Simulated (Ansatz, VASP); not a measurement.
# Hg in VASP and in Ansatz

Contents of POSCAR:

```
Hg
1.0
    5.4666960000      0.0000000000      0.0000000000
   -2.7333480000      4.7342980000      0.0000000000
    0.0000000000      0.0000000000      3.1852180000
Hg
3
Direct
    0.3333333333      0.6666666667      0.5000000000
    0.6666666667      0.3333333333      0.5000000000
    0.0000000000      0.0000000000      0.0000000000
```

File INCAR.step1:

```
  ALGO = Normal
  EDIFF = 1E-4
  ENCUT = 600
  GGA = PE
  ISMEAR = 1
  LASPH = T
  LCHARG = F
  LREAL = F
  LWAVE = T
  NELM = 80
  PREC = Accurate
  SIGMA = 0.1
```

Contents of INCAR.step2:

```
  ALGO = Normal
  EDIFF = 1E-6
  EDIFFG = -0.05
  ENCUT = 600
  IBRION = 2
  ISIF = 3
  ISMEAR = 1
  ISTART = 1
  LASPH = T
  LCHARG = F
  LMIXTAU = T
  LREAL = F
  LWAVE = F
  METAGGA = R2SCAN
  NELM = 80
  NSW = 80
  PREC = Accurate
  SIGMA = 0.1
```

KPOINTS

```
k-points
0
Gamma
  7 7 9
```

Input for Ansatz:

```yaml
crystal:
  lattice:
    - [5.466696, 0.0, 0.0]
    - [-2.733348, 4.734298, 0.0]
    - [0.0, 0.0, 3.185218]
  atoms:
    - { symbol: Hg, position: [0.3333333333333333, 0.6666666666666666, 0.5] }
    - { symbol: Hg, position: [0.6666666666666666, 0.3333333333333333, 0.5] }
    - { symbol: Hg, position: [0.0, 0.0, 0.0] }
basis:
  ecutwfc: 500.0
kpoints:
  mp_grid:
    grid: [7, 7, 9]
    shift: [0.0, 0.0, 0.0]
hamiltonian:
  xc: r2scan
  dispersion: none
scf:
  convergence:
    dr2_threshold: 1.0e-09
  occupations:
    method: cold
    width: 0.1
relax:
  f_tol: 0.05
  cell: {}
```

Alike in both runs: task relaxation of cell and atoms; functional r2SCAN; k mesh 7 × 7 × 9; no spin polarisation.

```csv
,VASP,Ansatz
version,VASP 6.6.1,Ansatz 0.2.0
potentials or method,"VASP PAW PBE potentials, release 64 (Hg), cutoff 600 eV","plane waves, PAW"
occupations,"methfessel-paxton of order 1, width 0.1 eV","cold, width 0.1 eV"
valence electrons in the cell,36,60
```

VASP gave:

```
relaxed volume (Å³/atom)                                     : 27.48
relaxed cell length with the largest relative difference (Å) : 3.185
```

Question: What did Ansatz give for the same quantities?

Answer: Relaxed volume (Å³/atom): 26.90; relaxed cell length with the largest relative difference (Å): 3.154.

VASP's potentials were made for PBE, not for r2SCAN. VASP's potentials hold 36 valence electrons a cell and Ansatz's 60, so a difference there can come from the potentials and not from the codes. Ansatz's warnings: stress scf threshold loose.

Spin-orbit coupling is off throughout. Noted on VASP's run: the relaxation stopped at its first step, so nothing moved.
